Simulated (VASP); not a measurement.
# Re (Pm-3m) in VASP: a series of runs, part 2 of 2

VASP 6.6.1. Earlier steps stand in the parts before.

## 5. Single point, PBEsol (volume scaled by 0.45)

INCAR reads:

```
ALGO = Normal ; EDIFF = 1E-7
ENCUT = 520 ; GGA = PS
ISIF = 2 ; ISMEAR = -1
LASPH = T ; LCHARG = T
LELF = T ; LREAL = F
LVHAR = T ; LWAVE = F
NBANDS = 10 ; NELM = 100
PREC = Accurate ; SIGMA = 0.1
```

KPOINTS reads:

```
k-points
0
Gamma
  15 15 15
```

POSCAR reads:

```
Re
1.0
    1.9555477524      0.0000000000      0.0000000000
    0.0000000000      1.9555477524      0.0000000000
    0.0000000000      0.0000000000      1.9555477524
Re
1
Direct
    0.0000000000      0.0000000000      0.0000000000
```

Potentials or basis: VASP PAW PBE potentials, release 64 (Re).

Run with:

```sh
cat potpaw_PBE.64/Re/POTCAR > POTCAR
mpirun -np 1 vasp_std > vasp.out
```

OUTCAR:

```text
EDIFF = 1E-7
   ENCUT = 520
   GGA = PS
   ISIF = 2
   ISMEAR = -1
   LASPH = T
   LREAL = F
   NELM = 100
   PREC = Accurate

 ion  position               nearest neighbor table
   1  0.000  0.000  0.000-

  LATTYP: Found a simple cubic cell.
 ALAT       =     1.9555477524

  Lattice vectors:

 A1 = (   1.9555477524,   0.0000000000,   0.0000000000)
 A2 = (   0.0000000000,   1.9555477524,   0.0000000000)
 A3 = (   0.0000000000,   0.0000000000,   1.9555477524)

Analysis of symmetry for initial positions (statically):
=====================================================================
 Subroutine PRICEL returns:
 Original cell was already a primitive cell.

 Routine SETGRP: Setting up the symmetry group for a
 simple cubic supercell.

 Subroutine GETGRP returns: Found 48 space group operations
 (whereof 48 operations were pure point group operations)
 out of a pool of 48 trial point group operations.

The static configuration has the point symmetry O_h .

Analysis of symmetry for dynamics (positions and initial velocities):
=====================================================================
 Subroutine PRICEL returns:
 Original cell was already a primitive cell.

 Routine SETGRP: Setting up the symmetry group for a
 simple cubic supercell.

 Subroutine GETGRP returns: Found 48 space group operations
 (whereof 48 operations were pure point group operations)
 out of a pool of 48 trial point group operations.

The dynamic configuration has the point symmetry O_h .

 Subroutine INISYM returns: Found 48 space group operations
 (whereof 48 operations are pure point group operations),
 and found     1 'primitive' translations

----------------------------------------------------------------------------------------

                                     Primitive cell

[... 104 lines left out ...]
   EFERMI_NEDOS =   21; number of points for ismear=-14 and -15
   IALGO  =     38    algorithm
   IMIX   =      4    mixing-type and parameters
     AMIX     =   0.40;   BMIX     =  1.00
     AMIX_MAG =   1.60;   BMIX_MAG =  1.00
  volume/ion in A,a.u.               =       7.48        50.47
  Fermi-wavevector in a.u.,A,eV,Ry     =   1.601422  3.026249 34.892848  2.564552
  Thomas-Fermi vector in A             =   2.698403
   LORBIT       =      0    0 simple, 1 ext, 2 COOP (PROOUT), +10 PAW based schemes
   GGA     = PS    functional components
   LHFCALC =     F    Hartree Fock is set to
   AEXX    =    0.0000 exact exchange contribution
   IVDW    =     0    specifies the selected vdW correction
   LEPSILON=     F    determine dielectric tensor
   LRPA    =     F    only Hartree local field effects (RPA)
 non-spin polarized calculation
  energy-cutoff  :      520.00
  volume of cell :        7.48
 maximum number of plane-waves:       211
 NGX is ok and might be reduce to    16
   NGX =  7   NGY =  7   NGZ =  7

 number of electron       7.0000001 magnetization

 Free energy of the ion-electron system (eV)
  ---------------------------------------------------
  ext. energy  EPLUGINS =         0.00000000
  ---------------------------------------------------
  free energy    TOTEN  =         4.30687272 eV

  energy without entropy =        4.31833951  energy(sigma->0) =        4.31260611

 E-fermi :  19.9100     XC(G=0): -17.6331

 val. band max:       19.8143425442   @ k =   0.4667   0.3333   0.0000
 cond. band min:      19.9436792124   @ k =   0.4000   0.2667   0.0000
 fundamental gap:      0.1293366682
 Fermi energy:        19.9100176108

 k-point     1 :       0.0000    0.0000    0.0000
  band No.  band energies     occupation
      1       5.3342      2.00000
      2       5.3342      2.00000
      3       5.8055      2.00000
      4      30.4491      0.00000
      5      30.4491      0.00000
      6      30.4491      0.00000
      7      43.6759      0.00000
      8      43.6759      0.00000
      9      43.6759      0.00000
     10      48.9368      0.00000
[... 287 lines left out ...]
 k-point    24 :       0.3333    0.2000    0.0000
  band No.  band energies     occupation
      1       8.8795      2.00000
      2      10.1011      2.00000
      3      16.2181      2.00000
      4      20.7739      0.00035
      5      23.9391      0.00000
      6      26.3050      0.00000
      7      37.6427      0.00000
      8      44.8146      0.00000
      9      46.2322      0.00000
     10      46.2786      0.00000

 [... further k-points ...]
[... 5 lines left out ...]
  --------------------------------------------------------------------------------------
  -------------------------------------------------------------------------------------
  Total       50.1885140     50.1885140     50.1885140     -0.0000000     -0.0000000      0.0000000
  in kB    10752.5047536  10752.5047536  10752.5047536     -0.0000000     -0.0000000      0.0000000
  external PRESSURE =   10752.5047536 kB  Pullay stress =       0.0000000 kB

 VOLUME and BASIS-vectors are now :
 -----------------------------------------------------------------------------
  energy-cutoff  :      520.00
  volume of cell :        7.48
      direct lattice vectors                 reciprocal lattice vectors
     1.955547752  0.000000000  0.000000000     0.511365677  0.000000000  0.000000000
     0.000000000  1.955547752  0.000000000     0.000000000  0.511365677  0.000000000
     0.000000000  0.000000000  1.955547752     0.000000000  0.000000000  0.511365677

 POSITION                                       TOTAL-FORCE (eV/Angst)
 -----------------------------------------------------------------------------------
      0.00000      0.00000      0.00000         0.000000      0.000000      0.000000
 -----------------------------------------------------------------------------------
    total drift:                                0.000000     -0.000000      0.000000

  FREE ENERGIE OF THE ION-ELECTRON SYSTEM (eV)
  ---------------------------------------------------
  free  energy   TOTEN  =         4.3068727245 eV

  energy  without entropy=        4.3183395055  energy(sigma->0) =        4.31260611
```

OSZICAR:

```text
N       E                     dE             d eps       ncg     rms          rms(c)
DAV:   1     0.269754698915E+02    0.26975E+02   -0.39255E+03  3632   0.971E+02
DAV:   2     0.339559947950E+01   -0.23580E+02   -0.21100E+02  3806   0.245E+02
DAV:   3     0.284776969024E+01   -0.54783E+00   -0.52548E+00  4068   0.606E+01
DAV:   4     0.284514750051E+01   -0.26222E-02   -0.26180E-02  4098   0.170E+00
DAV:   5     0.284514265725E+01   -0.48433E-05   -0.48404E-05  4150   0.397E-02    0.882E+01
DAV:   6     0.384798568068E+01    0.10028E+01   -0.22864E-01  2922   0.158E+01    0.613E+01
DAV:   7     0.422238781808E+01    0.37440E+00   -0.68611E-01  2948   0.253E+01    0.448E+00
DAV:   8     0.430413919740E+01    0.81751E-01   -0.51670E-02  2968   0.802E+00    0.123E+00
DAV:   9     0.430659512188E+01    0.24559E-02   -0.12161E-03  3532   0.120E+00    0.331E-01
DAV:  10     0.430687233126E+01    0.27721E-03   -0.20519E-04  3210   0.636E-01    0.429E-02
DAV:  11     0.430687228776E+01   -0.43506E-07   -0.12528E-06  3348   0.119E-02    0.201E-02
DAV:  12     0.430687279097E+01    0.50322E-06   -0.91227E-07  3090   0.359E-02    0.110E-03
DAV:  13     0.430687272448E+01   -0.66490E-07   -0.15424E-08  3112   0.300E-03
   1 F= 0.43068727E+01 E0= 0.43126061E+01  d E =-.114668E-01
```

stdout:

```text
POSCAR found type information on POSCAR Re
 POSCAR found :  1 types and       1 ions
 scaLAPACK will be used
 -----------------------------------------------------------------------------
|                                                                             |
|                                                                             |
|     You enforced a specific xc type in the INCAR file but a different       |
|     I HOPE YOU KNOW WHAT YOU ARE DOING!                                     |
|                                                                             |
 -----------------------------------------------------------------------------

 LDA part: xc-table for (Slater+PW92), standard interpolation
 POSCAR, INCAR and KPOINTS ok, starting setup
 FFT: planning ... GRIDC
 FFT: planning ... GRID_SOFT
 FFT: planning ... GRID
 WAVECAR not read
 entering main loop
```

Run time: 13 s. Hardware: 1 thread of Intel Xeon 8259CL, shared host; peak memory 0.12 GiB.

The run converged, but its numbers aren't listed here, since they failed a check.

Caveat: the PAW data sets were made with another functional, which shifts forces and pressure a little; spin-orbit coupling is left out, which moves the levels of the heavy elements.
